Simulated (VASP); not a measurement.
# In (Pm-3n) in VASP: a series of runs

Runs on In. Level: LDA. Tasks: single point, relaxation of cell and atoms.

Everything below comes from runs of VASP 6.6.1. Logs are shortened: lines on timing, memory, paths and dates and some standing lists are left out, and cuts for length are marked.

### Step 1. The cell of the first run

Symmetry: Pm-3n, No. 223, cubic system. The conventional cell has a = 5.871 Å, b = 5.871 Å, c = 5.871 Å, α = 90.00°, β = 90.00°, γ = 90.00°. In (site symmetry m-3) has 12 In at 3.28 Å within 4.3 Å. Within 3.9 Å of In (site symmetry -4m2) lie 14 In at 2.94 to 3.60 Å.

### Step 2. Single point, LDA

Input file INCAR:

```
SYSTEM = In
PREC     = Accurate       ! precision mode
ENCUT    = 520            ! plane-wave cutoff, eV
EDIFF    = 1E-6           ! SCF threshold, eV
ISMEAR   = -1             ! smearing method
SIGMA    = 0.1            ! smearing width, eV
LREAL    = .False.        ! projectors in reciprocal space
LASPH    = .True.         ! aspherical terms in the spheres
NELM     = 80             ! most SCF steps
ALGO     = Normal         ! electronic algorithm
ISIF     = 2              ! what is computed and relaxed
LWAVE    = .False.        ! write WAVECAR
LCHARG   = .False.        ! write CHGCAR
NBANDS   = 62             ! bands
```

Input file KPOINTS:

```
regular mesh
0
Gamma
  5 5 5
  0 0 0
```

Input file POSCAR:

```
In
1.0
    5.8707483223      0.0000000000      0.0000000000
    0.0000000000      5.8707483223      0.0000000000
    0.0000000000      0.0000000000      5.8707483223
In
8
Direct
    1.0000000000      0.0000000000      0.0000000000
    0.5000000000      0.5000000000      0.5000000000
    0.2500000000      1.0000000000      0.5000000000
    0.7500000000      0.0000000000      0.5000000000
    0.5000000000      0.2500000000      0.0000000000
    0.5000000000      0.7500000000      0.0000000000
    0.0000000000      0.5000000000      0.2500000000
    0.0000000000      0.5000000000      0.7500000000
```

Potentials or basis: VASP PAW LDA potentials, release 64 (In_d).

Run with:

```console
> cat potpaw_LDA.64/In_d/POTCAR > POTCAR
> mpirun -np 1 vasp_std > vasp.out
```

OUTCAR:

```text
SYSTEM = In
   PREC = Accurate
   ENCUT = 520
   EDIFF = 1E-6
   ISMEAR = -1
   LREAL = .False.
   LASPH = .True.
   NELM = 80
   ISIF = 2

 ion  position               nearest neighbor table
   1  0.000  0.000  0.000-   3 3.28   4 3.28   5 3.28   6 3.28   7 3.28   8 3.28   3 3.28   4 3.28
                             7 3.28   8 3.28   5 3.28   6 3.28
   2  0.500  0.500  0.500-   3 3.28   4 3.28   5 3.28   6 3.28   7 3.28   8 3.28   5 3.28   6 3.28
                             3 3.28   4 3.28   7 3.28   8 3.28
   3  0.250  0.000  0.500-   4 2.94   4 2.94   1 3.28   1 3.28   2 3.28   2 3.28   8 3.60   5 3.60
                             5 3.60   6 3.60   6 3.60   7 3.60   8 3.60   7 3.60
   4  0.750  0.000  0.500-   3 2.94   3 2.94   1 3.28   1 3.28   2 3.28   2 3.28   8 3.60   5 3.60
                             5 3.60   6 3.60   6 3.60   7 3.60   8 3.60   7 3.60
   5  0.500  0.250  0.000-   6 2.94   6 2.94   1 3.28   2 3.28   2 3.28   1 3.28   8 3.60   4 3.60
                             3 3.60   4 3.60   3 3.60   7 3.60   7 3.60   8 3.60
   6  0.500  0.750  0.000-   5 2.94   5 2.94   1 3.28   2 3.28   2 3.28   1 3.28   8 3.60   4 3.60
                             3 3.60   4 3.60   3 3.60   7 3.60   7 3.60   8 3.60
   7  0.000  0.500  0.250-   8 2.94   8 2.94   1 3.28   2 3.28   1 3.28   2 3.28   3 3.60   4 3.60
                             5 3.60   3 3.60   4 3.60   6 3.60   5 3.60   6 3.60
   8  0.000  0.500  0.750-   7 2.94   7 2.94   1 3.28   2 3.28   1 3.28   2 3.28   3 3.60   4 3.60
                             5 3.60   3 3.60   4 3.60   6 3.60   5 3.60   6 3.60

  LATTYP: Found a simple cubic cell.
 ALAT       =     5.8707483223

  Lattice vectors:

 A1 = (   5.8707483223,   0.0000000000,   0.0000000000)
 A2 = (   0.0000000000,   5.8707483223,   0.0000000000)
 A3 = (   0.0000000000,   0.0000000000,   5.8707483223)

Analysis of symmetry for initial positions (statically):
=====================================================================
 Subroutine PRICEL returns:
 Original cell was already a primitive cell.

 Routine SETGRP: Setting up the symmetry group for a
 simple cubic supercell.

 Subroutine GETGRP returns: Found 48 space group operations
 (whereof 24 operations were pure point group operations)
 out of a pool of 48 trial point group operations.

The static configuration has the point symmetry T_h .
 The point group associated with its full space group is O_h .

Analysis of symmetry for dynamics (positions and initial velocities):
=====================================================================
 Subroutine PRICEL returns:
 Original cell was already a primitive cell.

 Routine SETGRP: Setting up the symmetry group for a
 simple cubic supercell.

 Subroutine GETGRP returns: Found 48 space group operations
 (whereof 24 operations were pure point group operations)
 out of a pool of 48 trial point group operations.

The dynamic configuration has the point symmetry T_h .
 The point group associated with its full space group is O_h .

 Subroutine INISYM returns: Found 48 space group operations
 (whereof 24 operations are pure point group operations),
 and found     1 'primitive' translations

----------------------------------------------------------------------------------------

                                     Primitive cell

  volume of cell :     202.3394

  direct lattice vectors                    reciprocal lattice vectors
     5.870748322  0.000000000  0.000000000     0.170336036  0.000000000  0.000000000
     0.000000000  5.870748322  0.000000000     0.000000000  0.170336036  0.000000000
     0.000000000  0.000000000  5.870748322     0.000000000  0.000000000  0.170336036

  length of vectors
     5.870748322  5.870748322  5.870748322     0.170336036  0.170336036  0.170336036

  position of ions in fractional coordinates (direct lattice)
     0.000000000  0.000000000  0.000000000
     0.500000000  0.500000000  0.500000000
     0.250000000  0.000000000  0.500000000
     0.750000000  0.000000000  0.500000000
     0.500000000  0.250000000  0.000000000
     0.500000000  0.750000000  0.000000000
     0.000000000  0.500000000  0.250000000
     0.000000000  0.500000000  0.750000000

  ion indices of the primitive-cell ions
   primitive index   ion index
                 1           1
                 2           2
                 3           3
                 4           4
                 5           5
                 6           6
                 7           7
                 8           8

----------------------------------------------------------------------------------------

 KPOINTS: regular mesh

Automatic generation of k-mesh.
 Grid dimensions read from file:
 generate k-points for:    5    5    5

 Generating k-lattice:

  Cartesian coordinates                     Fractional coordinates (reciprocal lattice)
     0.034067207  0.000000000  0.000000000     0.200000000  0.000000000  0.000000000
     0.000000000  0.034067207  0.000000000     0.000000000  0.200000000  0.000000000
     0.000000000  0.000000000  0.034067207     0.000000000  0.000000000  0.200000000

  Length of vectors
     0.034067207  0.034067207  0.034067207

  Shift w.r.t. Gamma in fractional coordinates (k-lattice)
     0.000000000  0.000000000  0.000000000

 Subroutine IBZKPT returns following result:
 ===========================================

 Found     10 irreducible k-points:

 Following reciprocal coordinates:
            Coordinates               Weight
  0.000000  0.000000  0.000000      1.000000
  0.200000  0.000000  0.000000      6.000000
  0.400000  0.000000  0.000000      6.000000
  0.200000  0.200000  0.000000     12.000000
  0.400000  0.200000  0.000000     24.000000
  0.400000  0.400000  0.000000     12.000000
  0.200000  0.200000  0.200000      8.000000
  0.400000  0.200000  0.200000     24.000000
  0.400000  0.400000  0.200000     24.000000
  0.400000  0.400000  0.400000      8.000000
   k-points           NKPTS =     10   k-points in BZ     NKDIM =     10   number of bands    NBANDS=     62
   number of dos      NEDOS =    301   number of ions     NIONS =      8
   total plane-waves  NPLWV = 110592
   dimension x,y,z NGX =    48 NGY =   48 NGZ =   48
   dimension x,y,z NGXF=    96 NGYF=   96 NGZF=   96
   ions per type =               8
   NGX,Y,Z   is equivalent  to a cutoff of  13.59, 13.59, 13.59 a.u.
   NGXF,Y,Z  is equivalent  to a cutoff of  27.18, 27.18, 27.18 a.u.
 SYSTEM =  In
   PREC   = accura    normal or accurate (medium, high low for compatibility)
   ISTART =      0    job   : 0-new  1-cont  2-samecut
   ICHARG =      2    charge: 1-file 2-atom 10-const
   ISPIN  =      1    spin polarized calculation?
   LNONCOLLINEAR =      F non collinear calculations
   LSORBIT =      F    spin-orbit coupling
   LASPH  =      T    aspherical Exc in radial PAW
   ENCUT  =  520.0 eV  38.22 Ry    6.18 a.u.  10.92 10.92 10.92*2*pi/ulx,y,z
   NELM   =     80;   NELMIN=  2; NELMDL= -5     # of ELM steps
   EDIFF  = 0.1E-05   stopping-criterion for ELM
   LREAL  =      F    real-space projection
   EDIFFG = 0.1E-04   stopping-criterion for IOM
   NSW    =      0    number of steps for IOM
   IBRION =     -1    ionic relax: 0-MD 1-quasi-New 2-CG
   NFREE  =      0    steps in history (QN), initial steepest desc. (CG)
   ISIF   =      2    stress and relaxation
   ISYM   =      2    0-nonsym 1-usesym 2-fastsym
   POTIM  = 0.5000    time-step for ionic-motion
   TEBEG  =    0.0;   TEEND  =   0.0 temperature during run
   PSTRESS=    0.0 pullay stress
   NELECT =     104.0000    total number of electrons
   NUPDOWN=      -1.0000    fix difference up-down
   EMIN   =  10.00;   EMAX   =-10.00  energy-range for DOS
   EFERMI =   0.00;   METHOD = LEGACY
   ISMEAR =    -1;   SIGMA  =   0.10  broadening in eV -4-tet -1-fermi 0-gaus
   EFERMI_NEDOS =   21; number of points for ismear=-14 and -15
   IALGO  =     38    algorithm
   IMIX   =      4    mixing-type and parameters
     AMIX     =   0.40;   BMIX     =  1.00
     AMIX_MAG =   1.60;   BMIX_MAG =  1.00
  volume/ion in A,a.u.               =      25.29       170.68
  Fermi-wavevector in a.u.,A,eV,Ry     =   1.311372  2.478133 23.397882  1.719696
  Thomas-Fermi vector in A             =   2.441838
   LORBIT       =      0    0 simple, 1 ext, 2 COOP (PROOUT), +10 PAW based schemes
   GGA     = CA    functional components
   LHFCALC =     F    Hartree Fock is set to
   AEXX    =    0.0000 exact exchange contribution
   IVDW    =     0    specifies the selected vdW correction
   LEPSILON=     F    determine dielectric tensor
   LRPA    =     F    only Hartree local field effects (RPA)
 non-spin polarized calculation
  energy-cutoff  :      520.00
  volume of cell :      202.34
 maximum number of plane-waves:      5467
 NGX is ok and might be reduce to    48
   NGX = 21   NGY = 21   NGZ = 21

 number of electron     103.9999940 magnetization

 Free energy of the ion-electron system (eV)
  ---------------------------------------------------
  ext. energy  EPLUGINS =         0.00000000
  ---------------------------------------------------
  free energy    TOTEN  =       -25.44723912 eV

  energy without entropy =      -25.34957541  energy(sigma->0) =      -25.39840726

 E-fermi :   7.7418     XC(G=0): -10.6803

 val. band max:        7.6973612898   @ k =   0.0000   0.0000   0.0000
 cond. band min:       7.7532288106   @ k =   0.4000   0.2000   0.0000
 fundamental gap:      0.0558675208
 Fermi energy:         7.7417950458

 k-point     1 :       0.0000    0.0000    0.0000
  band No.  band energies     occupation
      1      -7.3324      2.00000
      2      -7.3311      2.00000
      3      -7.3311      2.00000
      4      -7.1139      2.00000
      5      -7.1139      2.00000
      6      -7.1139      2.00000
[... 54 lines left out ...]
     61      12.0202      0.00000
     62      12.0202      0.00000

 k-point     2 :       0.2000    0.0000    0.0000
  band No.  band energies     occupation
      1      -7.3297      2.00000
      2      -7.3292      2.00000
      3      -7.2572      2.00000
      4      -7.1417      2.00000
      5      -7.0971      2.00000
      6      -7.0971      2.00000
[... 519 lines left out ...]
      6      -7.0540      2.00000
[... 54 lines left out ...]
     61      11.4557      0.00000
     62      11.6907      0.00000

------------------------ aborting loop because EDIFF is reached ----------------------------------------

  FORCE on cell =-STRESS in cart. coord.  units (eV):
  Direction    XX          YY          ZZ          XY          YZ          ZX
  --------------------------------------------------------------------------------------
  -------------------------------------------------------------------------------------
  Total        0.0126501      0.0126501      0.0126501     -0.0000000      0.0000000      0.0000000
  in kB        0.1001668      0.1001668      0.1001668     -0.0000000      0.0000000      0.0000000
  external PRESSURE =       0.1001668 kB  Pullay stress =       0.0000000 kB

 VOLUME and BASIS-vectors are now :
 -----------------------------------------------------------------------------
  energy-cutoff  :      520.00
  volume of cell :      202.34
      direct lattice vectors                 reciprocal lattice vectors
     5.870748322  0.000000000  0.000000000     0.170336036  0.000000000  0.000000000
     0.000000000  5.870748322  0.000000000     0.000000000  0.170336036  0.000000000
     0.000000000  0.000000000  5.870748322     0.000000000  0.000000000  0.170336036

 POSITION                                       TOTAL-FORCE (eV/Angst)
 -----------------------------------------------------------------------------------
      0.00000      0.00000      0.00000        -0.000000      0.000000     -0.000000
      2.93537      2.93537      2.93537        -0.000000      0.000000     -0.000000
      1.46769      0.00000      2.93537         0.000000     -0.000000     -0.000000
      4.40306      0.00000      2.93537        -0.000000      0.000000     -0.000000
      2.93537      1.46769      0.00000         0.000000      0.000000      0.000000
      2.93537      4.40306      0.00000        -0.000000      0.000000     -0.000000
      0.00000      2.93537      1.46769         0.000000      0.000000     -0.000000
      0.00000      2.93537      4.40306        -0.000000     -0.000000     -0.000000
 -----------------------------------------------------------------------------------
    total drift:                                0.000000     -0.000000      0.000000

  FREE ENERGIE OF THE ION-ELECTRON SYSTEM (eV)
  ---------------------------------------------------
  free  energy   TOTEN  =       -25.4472391202 eV

  energy  without entropy=      -25.3495754080  energy(sigma->0) =      -25.39840726
```

Wall time 3.9 min (1 thread of Oxide Virtual Turin-like, shared host); peak memory 0.26 GiB.

Results:

* Free energy: -25.4472 eV
* Pressure: 0.0 GPa
* Band gap on the k mesh: zero (band 52 reaches 9.50 eV, above the bottom of band 53 at 7.13 eV)

Caveat: spin-orbit coupling is left out, which moves the levels of the heavy elements.

[end of part 1 of 3]
